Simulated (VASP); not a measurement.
Wanted: the native input for a VASP 6.6.1 run.

```yaml
Task: single point
Functional: PBEsol
Potentials_or_basis: VASP PAW PBE potentials, release 64 (Sr_sv)
Cutoff: 520 eV
k_mesh: 6 × 6 × 6
Occupations: gaussian, width 0.1 eV
Spin: no spin polarisation
Dipole_correction: no
Further_INCAR_settings: ALGO = Normal; EDIFF = 1e-07; NBANDS = 17
```

The structure of Sr lies in POSCAR:

```
Sr
1.0
   -3.7740510148      3.7740510148      2.0588144955
    3.7740510148     -3.7740510148      2.0588144955
    3.7740510148      3.7740510148     -2.0588144955
Sr
2
Direct
    0.0000000000      0.0000000000      0.0000000000
    0.7500000000      0.2500000000      0.5000000000
```

One way to write it, as run:

INCAR

```
PREC = Accurate ; ENCUT = 520
EDIFF = 1E-7 ; ISMEAR = 0
SIGMA = 0.1 ; LREAL = False
LASPH = True ; NELM = 100
ALGO = Normal ; ISIF = 2
LWAVE = False ; LCHARG = False
GGA = PS ; NBANDS = 17
```

KPOINTS

```
Automatic mesh
0
Gamma
  6 6 6
```

Potentials or basis: VASP PAW PBE potentials, release 64 (Sr_sv).

Launch:

```sh
$ cat potpaw_PBE.64/Sr_sv/POTCAR > POTCAR
$ mpirun -np 1 vasp_std > vasp.out
```

Results of the run:

```
Pressure               : -0.9 GPa
Band gap on the k mesh : zero (bands 10 and 11 overlap by 0.66 eV)
```

Caveat: the PAW data sets were made with another functional, which shifts forces and pressure a little.

Run time: 3.4 min on 1 thread of Intel Xeon 8259CL, with other jobs on the host, peak memory 0.29 GiB.
